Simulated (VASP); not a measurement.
Set up this calculation in VASP 6.6.1, as the native input.

```
Task                   : single point
Functional             : PBE
Potentials or basis    : VASP PAW PBE potentials, release 64 (Co)
Cutoff                 : 520 eV
k mesh                 : 12 × 12 × 12
Occupations            : fermi-dirac, width 0.1 eV
Spin                   : no spin polarisation
Dipole correction      : no
Further INCAR settings : ALGO = Normal; EDIFF = 1e-07; NBANDS = 16
```

The structure of Co lies in POSCAR:

```
Co
1.0
    0.0000000000      2.4293458131      2.4293458131
    2.4293458131      0.0000000000      2.4293458131
    2.4293458131      2.4293458131      0.0000000000
Co
2
Direct
    0.1250000000      0.1250000000      0.1250000000
    0.8750000000      0.8750000000      0.8750000000
```

This cell differs from its parent crystal: volume scaled by 0.96.

One way to write it, as run:

INCAR

```
PREC = Accurate ; ENCUT = 520
EDIFF = 1E-7 ; ISMEAR = -1
SIGMA = 0.1 ; LREAL = False
LASPH = True ; NELM = 100
ALGO = Normal ; ISIF = 2
LWAVE = False ; LCHARG = False
GGA = PE ; NBANDS = 16
```

KPOINTS

```
regular mesh
0
Gamma
  12 12 12
```

Potentials or basis: VASP PAW PBE potentials, release 64 (Co).

The run is started by

```bash
$ cat potpaw_PBE.64/Co/POTCAR > POTCAR
$ mpirun -np 1 vasp_std > vasp.out
```

Results of the run:

```yaml
Pressure: 4.5 GPa
Band_gap_on_the_k_mesh: zero (band 9 reaches 7.26 eV, above the bottom of band 10 at 6.48 eV)
```

Caveat: the run has no spin polarisation, though such a crystal can be magnetic.

Run time: 24 s on 1 thread of Intel Xeon 6975P-C, on a shared host, peak memory 0.17 GiB.
